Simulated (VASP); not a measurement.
Wanted: the native input for a VASP 6.6.1 run.

* Task: relaxation of cell and atoms
* Functional: PBE
* Potentials or basis: VASP PAW PBE potentials, release 64 (Ta_pv, Si)
* Cutoff: 600 eV
* k mesh: 12 × 12 × 18
* Occupations: gaussian, width 0.1 eV
* Spin: no spin polarisation
* Dipole correction: no
* Further INCAR settings: ALGO = Normal; EDIFF = 1e-06; IBRION = 2; EDIFFG = -0.01; NSW = 100; ISIF = 3

The structure of TaSi2 lies in POSCAR:

```
TaSi2
1.0
    4.4124382574      0.0000000000      0.0000000000
   -2.2062191287      3.8212836235      0.0000000000
    0.0000000000      0.0000000000      2.6483910724
Ta Si
1 2
Direct
    0.0000000000      0.0000000000      0.5000000000
    0.3333333333      0.6666666667      0.0000000000
    0.6666666667      0.3333333333      0.0000000000
```

The cell was built from a structure type or drawn by symmetry, and may not be a known phase.

These files were run (other wordings do the same):

INCAR

```
  PREC = Accurate
  ENCUT = 600
  EDIFF = 1E-6
  ISMEAR = 0
  SIGMA = 0.1
  LREAL = F
  LASPH = T
  NELM = 60
  ALGO = Normal
  ISIF = 3
  LWAVE = F
  LCHARG = F
  GGA = PE
  IBRION = 2
  NSW = 100
  EDIFFG = -0.01
```

KPOINTS

```
regular mesh
0
Gamma
  12 12 18
```

Potentials or basis: VASP PAW PBE potentials, release 64 (Ta_pv, Si).

Launch:

```bash
$ cat potpaw_PBE.64/Ta_pv/POTCAR potpaw_PBE.64/Si/POTCAR > POTCAR
$ mpirun -np 1 vasp_std > vasp.out
```

Results of the run:

```
Relaxed volume                        : 14.87 Å³/atom
Relaxed cell                          : a = 4.409 Å, b = 4.409 Å, c = 2.650 Å, α = 90.00°, β = 90.00°, γ = 120.00°
Space group after relaxing (to 0.1 Å) : P6/mmm (No. 191)
Energy gained by relaxing             : 0.0 meV/atom
Ionic steps                           : 7
Pressure after relaxing               : 0.0 GPa
Band gap on the k mesh                : zero (an odd number of electrons rules out a gap without spin polarisation)
```

Caveat: spin-orbit coupling is left out, which moves the levels of the heavy elements.

Wall time 7.2 min on 1 thread of Intel Xeon 8259CL (shared host), peak memory 0.3 GiB.
